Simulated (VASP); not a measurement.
Re, 2 atoms in the cell. The structure is hexagonal, space group P6_3/mmc (No. 194). The conventional cell has a = 2.761 Å, b = 2.761 Å, c = 4.458 Å, α = 90.00°, β = 90.00°, γ = 120.00°. Re (site symmetry -6m2) has 12 Re at 2.74 to 2.76 Å within 3.6 Å. 

| Quantity | Value |
| --- | --- |
| Program | VASP 6.6.1 |
| Task | single point |
| Functional | r2SCAN |
| Potentials or basis | VASP PAW PBE potentials, release 64 (Re) |
| Cutoff | 520 eV |
| k mesh | 6 × 6 × 4 |
| Occupations | fermi-dirac, width 0.05 eV |
| Spin | no spin polarisation |
| Dipole correction | no |
| Further INCAR settings | ALGO = Normal; EDIFF = 1e-07; NBANDS = 14 |

Potentials or basis: VASP PAW PBE potentials, release 64 (Re).

The run is started by

```sh
$ cat potpaw_PBE.64/Re/POTCAR > POTCAR
$ cp INCAR.step1 INCAR
$ mpirun -np 1 vasp_std > vasp.out
$ cp INCAR.step2 INCAR
$ mpirun -np 1 vasp_std > vasp.out
```

Hardware: 1 thread of AMD EPYC 7R13 (shared host).

**Question.** How long does it take, and how much memory?

**Answer.** Run time: 110 s on 1 thread of AMD EPYC 7R13, with other jobs on the host, peak memory 0.13 GiB. Counts: k points 21.
